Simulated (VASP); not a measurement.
KTmI4:

```
K Tm I
1.0
     2.86012   -5.45816    0.00000
     2.86012    5.45816    0.00000
     0.00000    0.00000    9.58460
K Tm I
1 1 4
Direct
  0.50000 0.50000 0.50000
  0.00000 0.00000 0.00000
  0.82992 0.17008 0.75698
  0.17008 0.82992 0.75698
  0.82992 0.17008 0.24302
  0.17008 0.82992 0.24302
```

The cell was generated, and may not be a known phase.

* Program: VASP 6.6.1
* Task: relaxation of cell and atoms
* Functional: PBE
* Potentials or basis: VASP PAW PBE potentials, release 64 (K_sv, Tm_3, I), 4f in core
* Cutoff: 500 eV
* k mesh: 3 × 3 × 2
* Occupations: gaussian, width 0.15 eV
* Spin: no spin polarisation

At the start: pressure 1.4 GPa; volume 49.88 Å³/atom.

Q: How do energy, volume and symmetry change on relaxing?

A: Over 9 steps the energy falls by 249.8 meV/atom and the volume is 60.60 Å³/atom (+21.5 %); space group Cmmm (No. 65, to 0.1 Å) before and after.

Step by step:
```csv
step,energy change (eV),largest force (eV/Å),pressure (GPa),volume (Å³)
1,0.0000,1.0168,1.38,299.25
2,-1.1448,0.0881,1.13,316.50
3,-1.2897,0.8557,1.86,329.73
4,-1.3239,0.6415,1.63,326.98
5,-1.4560,0.3893,-0.50,363.63
6,-1.4790,0.1784,0.01,352.62
7,-1.4863,0.1515,0.01,354.82
8,-1.4982,0.0862,0.01,361.43
9,-1.4991,0.0758,0.02,363.58
```

Final structure:
```cif
data_structure
_symmetry_space_group_name_H-M 'P 1'
_symmetry_Int_Tables_number 1
_cell_length_a 7.1015
_cell_length_b 7.1015
_cell_length_c 8.5771
_cell_angle_alpha 90.000
_cell_angle_beta 90.000
_cell_angle_gamma 122.803
_cell_volume 363.58
loop_
_atom_site_label
_atom_site_type_symbol
_atom_site_fract_x
_atom_site_fract_y
_atom_site_fract_z
_atom_site_occupancy
K1 K 0.50000 0.50000 0.50000 1
Tm1 Tm 0.00000 0.00000 0.00000 1
I1 I 0.83923 0.16077 0.75850 1
I2 I 0.16077 0.83923 0.75850 1
I3 I 0.83923 0.16077 0.24150 1
I4 I 0.16077 0.83923 0.24150 1
```

Caveat: the volume moved by over 15 % at a fixed basis, so the end points are rough; the relaxation stopped at a loose force limit of 0.08 eV/Å, so its end isn't a converged minimum.
